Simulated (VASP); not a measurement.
# AlO5 (R-3m) in VASP: further runs, part 2 of 2

VASP 6.6.1. Earlier steps stand in the parts before.

### 3 Single point, PBE, collinear spin, ferromagnetic start

This run uses another cell than the first one, of 11.77 Å³/atom.

INCAR

```
  PREC = Accurate
  ENCUT = 520
  EDIFF = 1E-6
  ISMEAR = 0
  SIGMA = 0.1
  LREAL = F
  LASPH = T
  NELM = 150
  ALGO = Normal
  ISIF = 2
  LWAVE = F
  LCHARG = F
  ISPIN = 2
  MAGMOM = 0 1 1 1 1 1
  LORBIT = 11
  GGA = PE
  NBANDS = 30
```

KPOINTS

```
regular mesh
0
Gamma
  6 6 6
```

POSCAR

```
AlO5
1.0
    2.6214660900      1.5135041500      2.9655536600
   -2.6214660900      1.5135041500      2.9655536600
    0.0000000000     -3.0270083000      2.9655536600
Al O
1 5
Direct
    0.5000000000      0.5000000000      0.5000000000
    0.5000000000      0.5000000000      0.0000000000
    0.0000000000      0.5000000000      0.5000000000
    0.5000000000      0.0000000000      0.5000000000
    0.7202809200      0.7202809200      0.7202809200
    0.2797190800      0.2797190800      0.2797190800
```

Potentials or basis: VASP PAW PBE potentials, release 64 (Al, O).

Run with:

```console
$ cat potpaw_PBE.64/Al/POTCAR potpaw_PBE.64/O/POTCAR > POTCAR
$ mpirun -np 1 vasp_std > vasp.out
```

OUTCAR:

```text
PREC = Accurate
   ENCUT = 520
   EDIFF = 1E-6
   ISMEAR = 0
   LREAL = F
   LASPH = T
   NELM = 150
   ISIF = 2
   ISPIN = 2
   LORBIT = 11
   GGA = PE

 ion  position               nearest neighbor table
   1  0.500  0.500  0.500-   5 1.96   6 1.96   2 2.12   2 2.12   4 2.12   3 2.12   4 2.12   3 2.12

   2  0.500  0.500  0.000-   5 1.59   6 1.59   1 2.12   1 2.12
   3  0.000  0.500  0.500-   5 1.59   6 1.59   1 2.12   1 2.12
   4  0.500  0.000  0.500-   5 1.59   6 1.59   1 2.12   1 2.12
   5  0.720  0.720  0.720-   2 1.59   3 1.59   4 1.59   1 1.96
   6  0.280  0.280  0.280-   2 1.59   3 1.59   4 1.59   1 1.96

  LATTYP: Found a trigonal (rhomboedric) cell.
 ALAT       =     4.2376040145
 COS(alpha) =     0.2346188863

  Lattice vectors:

 A1 = (   2.6214660900,   1.5135041500,   2.9655536600)
 A2 = (  -2.6214660900,   1.5135041500,   2.9655536600)
 A3 = (   0.0000000000,  -3.0270083000,   2.9655536600)

[... 1706 lines left out ...]
  -------------------------------------------------------------------------------------
  Total       15.6290403     15.6290402     -6.5206343      0.0000000      0.0000000      0.0000000
  in kB      354.6973917    354.6973904   -147.9842605      0.0000000      0.0000000      0.0000000
  external PRESSURE =     187.1368405 kB  Pullay stress =       0.0000000 kB

 VOLUME and BASIS-vectors are now :
 -----------------------------------------------------------------------------
  energy-cutoff  :      520.00
  volume of cell :       70.60
      direct lattice vectors                 reciprocal lattice vectors
     2.621466090  1.513504150  2.965553660     0.190732965  0.110119729  0.112401720
    -2.621466090  1.513504150  2.965553660    -0.190732965  0.110119729  0.112401720
     0.000000000 -3.027008300  2.965553660     0.000000000 -0.220239458  0.112401720

 POSITION                                       TOTAL-FORCE (eV/Angst)
 -----------------------------------------------------------------------------------
      0.00000      0.00000      4.44833        -0.000000      0.000000      0.000000
      0.00000      1.51350      2.96555         0.000000      0.000000      0.000000
     -1.31073     -0.75675      2.96555         0.000000      0.000000      0.000000
      1.31073     -0.75675      2.96555         0.000000      0.000000      0.000000
      0.00000      0.00000      6.40810         0.000000     -0.000000      3.880650
      0.00000      0.00000      2.48857         0.000000     -0.000000     -3.880650
 -----------------------------------------------------------------------------------
    total drift:                                0.000000      0.000000     -0.000000

  FREE ENERGIE OF THE ION-ELECTRON SYSTEM (eV)
  ---------------------------------------------------
  free  energy   TOTEN  =       -26.4817073157 eV

  energy  without entropy=      -26.4676792138  energy(sigma->0) =      -26.47469326

 total charge

# of ion       s       p       d       tot
------------------------------------------
    1        0.256   0.265   0.000   0.521
    2        1.633   3.252   0.000   4.885
    3        1.633   3.252   0.000   4.885
    4        1.633   3.252   0.000   4.885
    5        1.645   3.247   0.000   4.892
    6        1.645   3.247   0.000   4.892
--------------------------------------------------
tot          8.445  16.515   0.000  24.960

 magnetization (x)

# of ion       s       p       d       tot
------------------------------------------
    1       -0.001  -0.000   0.000  -0.002
    2        0.011   0.018   0.000   0.029
    3        0.011   0.018   0.000   0.029
    4        0.011   0.018   0.000   0.029
    5        0.001   0.227   0.000   0.228
    6        0.001   0.227   0.000   0.228
--------------------------------------------------
tot          0.033   0.509   0.000   0.542
```

OSZICAR:

```text
N       E                     dE             d eps       ncg     rms          rms(c)
DAV:   1     0.189341456467E+03    0.18934E+03   -0.17481E+04  3848   0.103E+03
DAV:   2    -0.148848151012E+02   -0.20423E+03   -0.18858E+03  4848   0.248E+02
DAV:   3    -0.271690730810E+02   -0.12284E+02   -0.12073E+02  4544   0.605E+01
DAV:   4    -0.272722493037E+02   -0.10318E+00   -0.10315E+00  4232   0.619E+00
DAV:   5    -0.272735570339E+02   -0.13077E-02   -0.13077E-02  4554   0.670E-01    0.150E+01
DAV:   6    -0.266109075900E+02    0.66265E+00   -0.30969E+00  4092   0.104E+01    0.539E+00
DAV:   7    -0.265035706933E+02    0.10734E+00   -0.32726E-01  4004   0.445E+00    0.263E+00
DAV:   8    -0.264778626284E+02    0.25708E-01   -0.81311E-02  4254   0.192E+00    0.992E-01
DAV:   9    -0.264788254634E+02   -0.96283E-03   -0.16966E-02  4092   0.915E-01    0.326E-01
DAV:  10    -0.264811458081E+02   -0.23203E-02   -0.15676E-03  4188   0.307E-01    0.169E-01
DAV:  11    -0.264815491601E+02   -0.40335E-03   -0.15841E-04  4248   0.868E-02    0.889E-02
DAV:  12    -0.264817023031E+02   -0.15314E-03   -0.17799E-04  4092   0.808E-02    0.251E-02
DAV:  13    -0.264817064703E+02   -0.41672E-05   -0.15830E-05  4068   0.268E-02    0.536E-03
DAV:  14    -0.264817073157E+02   -0.84546E-06   -0.11330E-06  3438   0.744E-03
   1 F= -.26481707E+02 E0= -.26474693E+02  d E =-.140281E-01  mag=     0.6148
```

stdout:

```text
POSCAR found type information on POSCAR AlO
 POSCAR found :  2 types and       6 ions
 scaLAPACK will be used
 LDA part: xc-table for (Slater+PW92), standard interpolation
 POSCAR, INCAR and KPOINTS ok, starting setup
 FFT: planning ... GRIDC
 FFT: planning ... GRID_SOFT
 FFT: planning ... GRID
 WAVECAR not read
 entering main loop
```

It took 1.9 min on 1 thread of Intel Xeon 8259CL, shared host; peak memory 0.25 GiB.

Results:

```yaml
Free_energy: -26.4817 eV
Pressure: 18.7 GPa
Largest_force: 3.881 eV/Å
Net_moment: 0.61 μB per cell
Site_moments: Al -0.00; O +0.03, +0.23 (each value once) μB
Valence_electrons_inside_the_program's_atomic_spheres: Al 0.52; O 4.88, 4.89 (each value once)
```

Forces on the atoms (eV/Å):
```
Al   0.000  0.000  0.000
O    0.000  0.000  0.000
O    0.000  0.000  0.000
O    0.000  0.000  0.000
O    0.000  0.000  3.881
O    0.000  0.000 -3.881
```

Levels at points of the mesh, in eV from the Fermi level:
Spin up:
```
           k point  band 13  band 14  band 15  band 16  band 17  band 18  band 19  band 20  band 21  band 22
(0.00, 0.00, 0.00)    -2.91    -1.85    -1.44    -1.44    -0.97     0.76     3.03     5.79     5.79     8.42
(0.50, 0.00, 0.00)    -2.80    -2.30    -2.06    -0.39    -0.07     2.97     4.11     4.37     5.35     6.13
(0.50, 0.50, 0.00)    -2.90    -2.25    -1.76    -0.64    -0.07     4.16     4.58     4.85     5.45     6.30
(0.50, 0.50, 0.50)    -3.29    -1.68    -1.63    -1.32    -1.32     2.84     5.78     5.78     5.85     5.85
```
Spin down:
```csv
k point,band 13,band 14,band 15,band 16,band 17,band 18,band 19,band 20
"(0.00, 0.00, 0.00)",-2.79,-1.68,-0.88,-0.88,-0.88,0.78,3.10,6.14
"(0.50, 0.00, 0.00)",-2.63,-2.16,-1.91,-0.19,0.44,2.99,4.38,4.62
"(0.50, 0.50, 0.00)",-2.76,-2.10,-1.62,-0.41,0.43,4.42,4.85,4.88
"(0.50, 0.50, 0.50)",-3.16,-1.51,-1.51,-0.75,-0.75,2.91,5.86,5.86
```

Caveat: the stress differs along the axes, from -15 to 35 GPa; a moment this small can come from the mesh or the smearing; forces of over 1 eV/Å act on the atoms, so gaps and moduli don't describe the material at rest.

### 4 Single point, PBE, collinear spin

INCAR

```
SYSTEM = AlO5
  PREC = Accurate
  ENCUT = 520
  EDIFF = 1E-7
  ISMEAR = 0
  SIGMA = 0.1
  LREAL = .FALSE.
  LASPH = .TRUE.
  NELM = 150
  ALGO = Fast
  ISIF = 2
  LWAVE = .FALSE.
  LCHARG = .TRUE.
  ISPIN = 2
  MAGMOM = 0 0 0 0 0.36 0.36
  LORBIT = 11
  GGA = PE
  LELF = .TRUE.
  LVHAR = .TRUE.
  NBANDS = 30
```

KPOINTS

```
regular mesh
0
G
  12 12 12
  0 0 0
```

POSCAR

```
AlO5
1.0
    2.6309781578      1.5189959477      2.3785373079
   -2.6309781578      1.5189959477      2.3785373079
    0.0000000000     -3.0379918953      2.3785373079
Al O
1 5
Direct
    0.5000000000      0.5000000000      0.5000000000
    0.5000000000      0.5000000000      0.0000000000
    0.0000000000      0.5000000000      0.5000000000
    0.5000000000      0.0000000000      0.5000000000
    0.8052260817      0.8052260817      0.8052260817
    0.1947739183      0.1947739183      0.1947739183
```

Run with:

```console
$ cat potpaw_PBE.64/Al/POTCAR potpaw_PBE.64/O/POTCAR > POTCAR
$ mpirun -np 1 vasp_std > vasp.out
```

Run time: 18 min. Hardware: 1 thread of Oxide Virtual Turin-like, shared host; peak memory 0.46 GiB.

It converged, with:

* Free energy: -30.1261 eV
* Pressure: -0.1 GPa
* Largest force: 0.044 eV/Å
* Band gap on the k mesh: zero (filled and empty bands overlap)
* Net moment: 1.00 μB per cell
* Site moments: Al +0.00; O +0.07, +0.33 (each value once) μB
* Valence electrons inside the program's atomic spheres: Al 0.63; O 4.88, 4.70 (each value once)

Forces in eV/Å, atoms in the order of the input:
```
Al   0.000  0.000  0.000
O    0.000  0.000  0.000
O    0.000  0.000  0.000
O    0.000  0.000  0.000
O    0.000  0.000  0.044
O    0.000  0.000 -0.044
```

Stress tensor (GPa, compression positive):
```
-0.16  0.00  0.00
 0.00 -0.16  0.00
 0.00  0.00  0.02
```

Levels at points of the mesh, in eV from the Fermi level:
Spin up:
```tsv
k point	band 14	band 15	band 16	band 17	band 18	band 19	band 20	band 21
(0.00, 0.00, 0.00)	-1.57	-1.31	-1.31	-0.97	2.75	2.86	2.86	5.84
(0.50, 0.00, 0.00)	-1.18	-1.06	-1.01	-0.75	2.37	2.38	2.88	8.42
(0.50, 0.50, 0.00)	-0.90	-0.80	-0.42	-0.17	2.56	2.81	2.96	10.69
(0.50, 0.50, 0.50)	-1.69	-1.07	-1.07	-0.31	2.48	2.92	2.92	10.28
```
Spin down:
| k point | band 12 | band 13 | band 14 | band 15 | band 16 | band 17 | band 18 | band 19 | band 20 | band 21 |
| --- | --- | --- | --- | --- | --- | --- | --- | --- | --- | --- |
| (0.00, 0.00, 0.00) | -1.43 | -1.04 | -1.04 | -1.01 | -1.01 | -0.64 | 3.03 | 3.24 | 3.24 | 5.88 |
| (0.50, 0.00, 0.00) | -1.96 | -1.81 | -0.89 | -0.47 | -0.40 | -0.27 | 2.65 | 2.70 | 3.23 | 8.47 |
| (0.50, 0.50, 0.00) | -2.91 | -2.44 | -0.57 | -0.32 | 0.12 | 0.40 | 2.85 | 3.14 | 3.35 | 10.75 |
| (0.50, 0.50, 0.50) | -1.73 | -1.44 | -1.44 | -0.36 | -0.36 | 0.04 | 2.79 | 3.29 | 3.29 | 10.32 |

### 5 Overview

| spin | cell | k mesh | gap on the mesh (eV) | pressure (GPa) | moment (μB) | largest force (eV/Å) |
| --- | --- | --- | --- | --- | --- | --- |
| collinear, ferromagnetic start | a = 3.857 Å, angles 86.1°, 6 atoms, atomic positions A | 6 × 6 × 6 | none | 0.1 | 1.00 | 0.06 |
| collinear, ferromagnetic start | a = 4.238 Å, angles 76.4°, 6 atoms, atomic positions B | 6 × 6 × 6 | none | 18.7 | 0.61 | 3.88 |
| collinear | a = 3.858 Å, angles 86.0°, 6 atoms, atomic positions C | 12 × 12 × 12 | none | -0.1 | 1.00 | 0.04 |

Alike in all rows: task single point; level PBE; potentials or basis VASP PAW PBE potentials, release 64 (Al, O); cutoff (eV) 520; smearing gaussian 0.1 eV.

Caveats: the stress differs along the axes, from -15 to 35 GPa (at least some runs); a moment this small can come from the mesh or the smearing (at least some runs); forces of over 1 eV/Å act on the atoms, so gaps and moduli don't describe the material at rest (at least some runs).

Absolute energies hang on the potentials; compare differences alone.
